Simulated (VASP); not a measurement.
**SnSe: single point with r2SCAN**

Crystal: SnSe.

```xyz
2
Lattice="0.0000 3.0702 3.0100 3.0100 0.0000 3.0100 3.0100 3.0702 0.0000" Properties=species:S:1:pos:R:3 pbc="T T T"
Sn    0.0000    0.0000    0.0000
Se    3.0100    3.0702    3.0100
```

This cell differs from its parent crystal: strain +0.0200 x Voigt [0, 1, 0, 0, 0, 0].

* Program: VASP 6.6.1
* Task: single point
* Functional: r2SCAN
* Potentials or basis: VASP PAW PBE potentials, release 64 (Sn_d, Se)
* Cutoff: 520 eV
* k mesh: 10 × 10 × 10
* Occupations: gaussian, width 0.05 eV
* Spin: no spin polarisation
* Dipole correction: no
* Further INCAR settings: ALGO = Normal; EDIFF = 1e-07; NBANDS = 17

```yaml
Pressure: -1.0 GPa
Band_gap_on_the_k_mesh: 0.38 eV, direct
```

Stress tensor (GPa, compression positive):
```
-0.28  0.00  0.00
 0.00 -2.42  0.00
 0.00  0.00 -0.28
```

Levels at points of the mesh, in eV from the valence-band top:
```csv
k point,band 7,band 8,band 9,band 10,band 11,band 12,band 13,band 14
"(0.00, 0.00, 0.00)",-5.33,-2.65,-2.65,-2.46,3.96,4.43,4.43,5.96
"(0.50, 0.00, 0.00)",-8.48,-2.34,-2.30,0.00,0.38,1.10,1.19,8.50
"(0.50, 0.50, 0.00)",-6.39,-5.83,-4.14,-3.91,3.15,5.06,5.55,6.11
"(0.50, 0.00, 0.50)",-6.30,-5.78,-3.98,-3.98,3.22,5.41,5.41,5.82
```

It took 2.3 min on 1 thread of Intel(R) Xeon(R) Platinum 8488C (Sapphire Rapids), with other jobs on the host, peak memory 0.26 GiB.

Caveat: the cell differs from its parent crystal (strain +0.0200 x Voigt [0, 1, 0, 0, 0, 0]); the PAW data sets were made with another functional, which shifts forces and pressure a little; spin-orbit coupling is left out, which moves the levels of the heavy elements. A k mesh can miss the band edges.
